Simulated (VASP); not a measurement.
# HfC (Fm-3m) in VASP: a series of runs

HfC is run at these levels: LDA; tasks: single point.

All numbers are computed with VASP 6.6.1; they aren't measurements. Logs are shortened: lines on timing, memory, paths and dates and some standing lists are left out, and cuts for length are marked.

**1. The cell of the first run**

Symmetry: Fm-3m, No. 225, cubic system. Conventional cell: a = 4.540 Å, b = 4.540 Å, c = 4.540 Å, α = 90.00°, β = 90.00°, γ = 90.00°. Within 3.0 Å of Hf (site symmetry m-3m) lie 6 C at 2.27 Å. C (site symmetry m-3m) has 6 Hf at 2.27 Å within 3.0 Å.

**2. Single point, LDA (volume scaled by 0.9405)**

INCAR reads:

```
  PREC = Accurate
  ENCUT = 520
  EDIFF = 1E-6
  ISMEAR = -1
  SIGMA = 0.05
  LREAL = False
  LASPH = True
  NELM = 60
  ALGO = Normal
  ISIF = 2
  LWAVE = False
  LCHARG = False
  NBANDS = 14
```

KPOINTS reads:

```
regular mesh
0
Gamma
  14 14 14
```

POSCAR reads:

```
HfC
1.0
    0.0000000000      2.2702394045      2.2702394045
    2.2702394045      0.0000000000      2.2702394045
    2.2702394045      2.2702394045      0.0000000000
Hf C
1 1
Direct
    0.0000000000      0.0000000000      0.0000000000
    0.5000000000      0.5000000000      0.5000000000
```

Potentials or basis: VASP PAW LDA potentials, release 64 (Hf_pv, C).

Command:

```
cat potpaw_LDA.64/Hf_pv/POTCAR potpaw_LDA.64/C/POTCAR > POTCAR
mpirun -np 1 vasp_std > vasp.out
```

OUTCAR:

```text
PREC = Accurate
   ENCUT = 520
   EDIFF = 1E-6
   ISMEAR = -1
   LREAL = False
   LASPH = True
   NELM = 60
   ISIF = 2

 ion  position               nearest neighbor table
   1  0.000  0.000  0.000-   2 2.27   2 2.27   2 2.27   2 2.27   2 2.27   2 2.27
   2  0.500  0.500  0.500-   1 2.27   1 2.27   1 2.27   1 2.27   1 2.27   1 2.27

  LATTYP: Found a face centered cubic cell.
 ALAT       =     4.5404788090

  Lattice vectors:

 A1 = (   0.0000000000,   2.2702394045,   2.2702394045)
 A2 = (   2.2702394045,   0.0000000000,   2.2702394045)
 A3 = (   2.2702394045,   2.2702394045,   0.0000000000)

Analysis of symmetry for initial positions (statically):
=====================================================================
 Subroutine PRICEL returns:
 Original cell was already a primitive cell.

 Routine SETGRP: Setting up the symmetry group for a
 face centered cubic supercell.

 Subroutine GETGRP returns: Found 48 space group operations
 (whereof 48 operations were pure point group operations)
 out of a pool of 48 trial point group operations.

The static configuration has the point symmetry O_h .

Analysis of symmetry for dynamics (positions and initial velocities):
=====================================================================
 Subroutine PRICEL returns:
 Original cell was already a primitive cell.

 Routine SETGRP: Setting up the symmetry group for a
 face centered cubic supercell.

 Subroutine GETGRP returns: Found 48 space group operations
 (whereof 48 operations were pure point group operations)
 out of a pool of 48 trial point group operations.

The dynamic configuration has the point symmetry O_h .

 Subroutine INISYM returns: Found 48 space group operations
 (whereof 48 operations are pure point group operations),
 and found     1 'primitive' translations

----------------------------------------------------------------------------------------

                                     Primitive cell

  volume of cell :      23.4016

  direct lattice vectors                    reciprocal lattice vectors
     0.000000000  2.270239404  2.270239404    -0.220241090  0.220241090  0.220241090
     2.270239404  0.000000000  2.270239404     0.220241090 -0.220241090  0.220241090
     2.270239404  2.270239404  0.000000000     0.220241090  0.220241090 -0.220241090

  length of vectors
     3.210603356  3.210603356  3.210603356     0.381468757  0.381468757  0.381468757

  position of ions in fractional coordinates (direct lattice)
[... 90 lines left out ...]
   NELECT =      14.0000    total number of electrons
   NUPDOWN=      -1.0000    fix difference up-down
   EMIN   =  10.00;   EMAX   =-10.00  energy-range for DOS
   EFERMI =   0.00;   METHOD = LEGACY
   ISMEAR =    -1;   SIGMA  =   0.05  broadening in eV -4-tet -1-fermi 0-gaus
   EFERMI_NEDOS =   21; number of points for ismear=-14 and -15
   IALGO  =     38    algorithm
   IMIX   =      4    mixing-type and parameters
     AMIX     =   0.40;   BMIX     =  1.00
     AMIX_MAG =   1.60;   BMIX_MAG =  1.00
  volume/ion in A,a.u.               =      11.70        78.96
  Fermi-wavevector in a.u.,A,eV,Ry     =   1.379439  2.606762 25.889875  1.902852
  Thomas-Fermi vector in A             =   2.504408
   LORBIT       =      0    0 simple, 1 ext, 2 COOP (PROOUT), +10 PAW based schemes
   GGA     = CA    functional components
   LHFCALC =     F    Hartree Fock is set to
   AEXX    =    0.0000 exact exchange contribution
   IVDW    =     0    specifies the selected vdW correction
   LEPSILON=     F    determine dielectric tensor
   LRPA    =     F    only Hartree local field effects (RPA)
 non-spin polarized calculation
  energy-cutoff  :      520.00
  volume of cell :       23.40
 maximum number of plane-waves:       644
   NGX = 11   NGY = 11   NGZ = 11

 number of electron      13.9999999 magnetization

 Free energy of the ion-electron system (eV)
  ---------------------------------------------------
  ext. energy  EPLUGINS =         0.00000000
  ---------------------------------------------------
  free energy    TOTEN  =       -22.88430125 eV

  energy without entropy =      -22.88194590  energy(sigma->0) =      -22.88312358

 E-fermi :   6.4192     XC(G=0): -12.8390

 val. band max:        6.3771862584   @ k =   0.4286   0.4286   0.0000
 cond. band min:       6.4228924224   @ k =   0.3571   0.2857   0.0000
 fundamental gap:      0.0457061639
 Fermi energy:         6.4191738757

 k-point     1 :       0.0000    0.0000    0.0000
  band No.  band energies     occupation
      1     -22.6317      2.00000
      2     -22.6317      2.00000
      3     -22.6317      2.00000
      4      -6.0736      2.00000
      5       7.4901      0.00000
      6       7.4901      0.00000
      7       7.4901      0.00000
      8       7.7435      0.00000
      9       7.7435      0.00000
     10       7.7435      0.00000
     11       9.9720      0.00000
     12       9.9720      0.00000
     13      14.2535      0.00000
     14      17.6746      0.00000
[... 377 lines left out ...]
      1     -23.0873      2.00000
      2     -22.7434      2.00000
      3     -22.7287      2.00000
      4      -4.3375      2.00000
      5       2.8030      2.00000
      6       4.6386      2.00000
      7       5.2307      2.00000
      8       7.5656      0.00000
      9      10.7679      0.00000
     10      11.1428      0.00000
     11      12.8043      0.00000
     12      14.6161      0.00000
     13      17.8164      0.00000
     14      19.6905      0.00000

 [... further k-points ...]

------------------------ aborting loop because EDIFF is reached ----------------------------------------

  FORCE on cell =-STRESS in cart. coord.  units (eV):
  Direction    XX          YY          ZZ          XY          YZ          ZX
  --------------------------------------------------------------------------------------
  -------------------------------------------------------------------------------------
  Total        0.9610562      0.9610562      0.9610562      0.0000000     -0.0000000     -0.0000000
  in kB       65.7982588     65.7982588     65.7982588      0.0000000     -0.0000000     -0.0000000
  external PRESSURE =      65.7982588 kB  Pullay stress =       0.0000000 kB

 VOLUME and BASIS-vectors are now :
 -----------------------------------------------------------------------------
  energy-cutoff  :      520.00
  volume of cell :       23.40
      direct lattice vectors                 reciprocal lattice vectors
     0.000000000  2.270239404  2.270239404    -0.220241090  0.220241090  0.220241090
     2.270239404  0.000000000  2.270239404     0.220241090 -0.220241090  0.220241090
     2.270239404  2.270239404  0.000000000     0.220241090  0.220241090 -0.220241090

 POSITION                                       TOTAL-FORCE (eV/Angst)
 -----------------------------------------------------------------------------------
      0.00000      0.00000      0.00000        -0.000000      0.000000      0.000000
      2.27024      2.27024      2.27024         0.000000     -0.000000     -0.000000
 -----------------------------------------------------------------------------------
    total drift:                                0.000000     -0.000000     -0.000000

  FREE ENERGIE OF THE ION-ELECTRON SYSTEM (eV)
  ---------------------------------------------------
  free  energy   TOTEN  =       -22.8843012525 eV

  energy  without entropy=      -22.8819458993  energy(sigma->0) =      -22.88312358
```

OSZICAR:

```text
N       E                     dE             d eps       ncg     rms          rms(c)
DAV:   1     0.251892071009E+02    0.25189E+02   -0.74052E+03  2912   0.964E+02
DAV:   2    -0.245195801915E+02   -0.49709E+02   -0.46955E+02  3650   0.208E+02
DAV:   3    -0.259960853692E+02   -0.14765E+01   -0.14710E+01  3584   0.266E+01
DAV:   4    -0.260022457348E+02   -0.61604E-02   -0.61600E-02  3362   0.214E+00
DAV:   5    -0.260022797321E+02   -0.33997E-04   -0.33997E-04  3620   0.139E-01    0.659E+01
DAV:   6    -0.229484039825E+02    0.30539E+01   -0.11962E+01  3434   0.183E+01    0.463E+01
DAV:   7    -0.229018664866E+02    0.46537E-01   -0.69467E-01  3626   0.524E+00    0.253E+01
DAV:   8    -0.228915277546E+02    0.10339E-01   -0.87158E-02  3542   0.177E+00    0.513E+00
DAV:   9    -0.228849139689E+02    0.66138E-02   -0.33303E-02  3392   0.880E-01    0.183E+00
DAV:  10    -0.228843017711E+02    0.61220E-03   -0.22414E-03  3418   0.322E-01    0.493E-02
DAV:  11    -0.228843019887E+02   -0.21762E-06   -0.92065E-05  3500   0.768E-02    0.818E-02
DAV:  12    -0.228843012525E+02    0.73622E-06   -0.12063E-06  2848   0.899E-03
   1 F= -.22884301E+02 E0= -.22883124E+02  d E =-.235535E-02
```

Run time: 11 s. Hardware: 1 thread of Intel Xeon 6975P-C, shared host; peak memory 0.16 GiB.

Results:

| Property | Result |
| --- | --- |
| Free energy | -22.8843 eV |
| Pressure | 6.6 GPa |
| Band gap on the k mesh | zero (band 7 reaches 7.49 eV, above the bottom of band 8 at 6.04 eV) |

Caveat: the cell differs from its parent crystal (volume scaled by 0.9405); spin-orbit coupling is left out, which moves the levels of the heavy elements.

**3. Single point, LDA (volume scaled by 0.98)**

INCAR reads:

```
SYSTEM = HfC
  PREC = Accurate
  ENCUT = 520
  EDIFF = 1E-6
  ISMEAR = -1
  SIGMA = 0.05
  LREAL = .False.
  LASPH = .True.
  NELM = 100
  ALGO = Normal
  ISIF = 2
  LWAVE = .False.
  LCHARG = .False.
  GGA = CA
  NBANDS = 14
```

KPOINTS reads:

```
Automatic mesh
0
Gamma
  14 14 14
  0 0 0
```

POSCAR reads:

```
HfC
1.0
    0.0000000000      2.3015871069      2.3015871069
    2.3015871069      0.0000000000      2.3015871069
    2.3015871069      2.3015871069      0.0000000000
Hf C
1 1
Direct
    0.0000000000      0.0000000000      0.0000000000
    0.5000000000      0.5000000000      0.5000000000
```

Potentials or basis: VASP PAW LDA potentials, release 64 (Hf_pv, C).

Command:

```
cat potpaw_LDA.64/Hf_pv/POTCAR potpaw_LDA.64/C/POTCAR > POTCAR
mpirun -np 1 vasp_std > vasp.out
```

OUTCAR:

```text
SYSTEM = HfC
   PREC = Accurate
   ENCUT = 520
   EDIFF = 1E-6
   ISMEAR = -1
   LREAL = .False.
   LASPH = .True.
   NELM = 100
   ISIF = 2
   GGA = CA

 ion  position               nearest neighbor table
   1  0.000  0.000  0.000-   2 2.30   2 2.30   2 2.30   2 2.30   2 2.30   2 2.30
   2  0.500  0.500  0.500-   1 2.30   1 2.30   1 2.30   1 2.30   1 2.30   1 2.30

  LATTYP: Found a face centered cubic cell.
 ALAT       =     4.6031742138

  Lattice vectors:

[... 592 lines left out ...]
 [... further k-points ...]

------------------------ aborting loop because EDIFF is reached ----------------------------------------

  FORCE on cell =-STRESS in cart. coord.  units (eV):
  Direction    XX          YY          ZZ          XY          YZ          ZX
  --------------------------------------------------------------------------------------
  -------------------------------------------------------------------------------------
  Total       -0.6916854     -0.6916854     -0.6916854     -0.0000000      0.0000000      0.0000000
  in kB      -45.4471804    -45.4471804    -45.4471804     -0.0000000      0.0000000      0.0000000
  external PRESSURE =     -45.4471804 kB  Pullay stress =       0.0000000 kB

 VOLUME and BASIS-vectors are now :
 -----------------------------------------------------------------------------
  energy-cutoff  :      520.00
  volume of cell :       24.38
      direct lattice vectors                 reciprocal lattice vectors
     0.000000000  2.301587107  2.301587107    -0.217241398  0.217241398  0.217241398
     2.301587107  0.000000000  2.301587107     0.217241398 -0.217241398  0.217241398
     2.301587107  2.301587107  0.000000000     0.217241398  0.217241398 -0.217241398

 POSITION                                       TOTAL-FORCE (eV/Angst)
 -----------------------------------------------------------------------------------
      0.00000      0.00000      0.00000        -0.000000      0.000000      0.000000
      2.30159      2.30159      2.30159         0.000000     -0.000000     -0.000000
 -----------------------------------------------------------------------------------
    total drift:                                0.000000     -0.000000     -0.000000

  FREE ENERGIE OF THE ION-ELECTRON SYSTEM (eV)
  ---------------------------------------------------
  free  energy   TOTEN  =       -22.8898598428 eV

  energy  without entropy=      -22.8873871660  energy(sigma->0) =      -22.88862350
```

stdout:

```text
POSCAR found type information on POSCAR HfC
 POSCAR found :  2 types and       2 ions
 scaLAPACK will be used
 LDA part: xc-table for (Slater(with rela. corr.)+CA(PZ))
 , standard interpolation
 POSCAR, INCAR and KPOINTS ok, starting setup
 FFT: planning ... GRIDC
 FFT: planning ... GRID_SOFT
 FFT: planning ... GRID
 WAVECAR not read
 entering main loop
```

It took 11 s on 1 thread of Intel Xeon 6975P-C, shared host; peak memory 0.16 GiB.

Results:

* Free energy: -22.8899 eV
* Pressure: -4.5 GPa
* Band gap on the k mesh: zero (band 7 reaches 7.13 eV, above the bottom of band 8 at 5.69 eV)

Caveat: the cell differs from its parent crystal (volume scaled by 0.98); spin-orbit coupling is left out, which moves the levels of the heavy elements.

**4. Single point, LDA**

This run uses another cell than the first one, of 12.44 Å³/atom, 1.063 times its volume.

INCAR reads:

```
PREC = Accurate
ENCUT = 520
EDIFF = 1E-6
ISMEAR = -1
SIGMA = 0.05
LREAL = False
LASPH = True
NELM = 100
ALGO = Normal
ISIF = 2
LWAVE = False
LCHARG = False
NBANDS = 14
```

KPOINTS reads:

```
Automatic mesh
0
Gamma
  14 14 14
```

POSCAR reads:

```
HfC
1.0
    0.0000000000      2.3171388429      2.3171388429
    2.3171388429      0.0000000000      2.3171388429
    2.3171388429      2.3171388429      0.0000000000
Hf C
1 1
Direct
    0.0000000000      0.0000000000      0.0000000000
    0.5000000000      0.5000000000      0.5000000000
```

Command:

```
cat potpaw_LDA.64/Hf_pv/POTCAR potpaw_LDA.64/C/POTCAR > POTCAR
mpirun -np 1 vasp_std > vasp.out
```

Run time: 12 s. Hardware: 1 thread of Intel Xeon 6975P-C, shared host; peak memory 0.16 GiB.

It converged, with:

| Property | Result |
| --- | --- |
| Free energy | -22.8684 eV |
| Pressure | -9.4 GPa |
| Band gap on the k mesh | zero (band 7 reaches 6.96 eV, above the bottom of band 8 at 5.53 eV) |

Levels at points of the mesh, in eV from the Fermi level:
| k point | band 4 | band 5 | band 6 | band 7 | band 8 | band 9 | band 10 | band 11 |
| --- | --- | --- | --- | --- | --- | --- | --- | --- |
| (0.00, 0.00, 0.00) | -12.17 | 1.06 | 1.06 | 1.06 | 1.33 | 1.33 | 1.33 | 3.38 |
| (0.50, 0.00, 0.00) | -8.28 | -6.14 | -3.00 | -3.00 | 5.29 | 5.29 | 5.79 | 6.72 |
| (0.50, 0.50, 0.00) | -10.25 | -2.46 | -1.84 | -0.01 | -0.01 | 5.33 | 6.73 | 6.73 |

Caveat: spin-orbit coupling is left out, which moves the levels of the heavy elements.

**5. Single point, LDA (volume scaled by 1.02)**

INCAR reads:

```
  ALGO = Normal
  EDIFF = 1E-6
  ENCUT = 520
  ISIF = 2
  ISMEAR = -1
  LASPH = T
  LCHARG = F
  LREAL = F
  LWAVE = F
  NBANDS = 14
  NELM = 100
  PREC = Accurate
  SIGMA = 0.05
```

KPOINTS reads:

```
k-points
0
Gamma
  14 14 14
```

POSCAR reads:

```
HfC
1.0
    0.0000000000      2.3324845805      2.3324845805
    2.3324845805      0.0000000000      2.3324845805
    2.3324845805      2.3324845805      0.0000000000
Hf C
1 1
Direct
    0.0000000000      0.0000000000      0.0000000000
    0.5000000000      0.5000000000      0.5000000000
```

Command:

```
cat potpaw_LDA.64/Hf_pv/POTCAR potpaw_LDA.64/C/POTCAR > POTCAR
mpirun -np 1 vasp_std > vasp.out
```

Run time: 26 s. Hardware: 1 thread of Intel Xeon 6975P-C, shared host; peak memory 0.17 GiB.

The run converged. Its results:

* Free energy: -22.8327 eV
* Pressure: -13.7 GPa
* Band gap on the k mesh: zero (band 7 reaches 6.79 eV, above the bottom of band 8 at 5.37 eV)

Levels at points of the mesh, in eV from the Fermi level:
```csv
k point,band 4,band 5,band 6,band 7,band 8,band 9,band 10,band 11
"(0.00, 0.00, 0.00)",-12.07,1.05,1.05,1.05,1.33,1.33,1.33,3.32
"(0.50, 0.00, 0.00)",-8.29,-6.05,-2.93,-2.93,5.18,5.18,5.66,6.62
"(0.50, 0.50, 0.00)",-10.16,-2.48,-1.77,-0.03,-0.03,5.22,6.57,6.57
```

Caveat: the cell differs from its parent crystal (volume scaled by 1.02); spin-orbit coupling is left out, which moves the levels of the heavy elements.

**6. Summary**

```tsv
cell	gap on the mesh (eV)	pressure (GPa)
a = 3.211 Å, angles 60.0°, 2 atoms	none	6.6
a = 3.255 Å, angles 60.0°, 2 atoms	none	-4.5
a = 3.277 Å, angles 60.0°, 2 atoms	none	-9.4
a = 3.299 Å, angles 60.0°, 2 atoms	none	-13.7
```

Alike in all rows: task single point; level LDA; potentials or basis VASP PAW LDA potentials, release 64 (Hf_pv, C); no spin polarisation; k mesh 14 × 14 × 14; cutoff (eV) 520; smearing fermi-dirac 0.05 eV.

Caveats: spin-orbit coupling is left out, which moves the levels of the heavy elements.

Absolute energies hang on the potentials; compare differences alone.
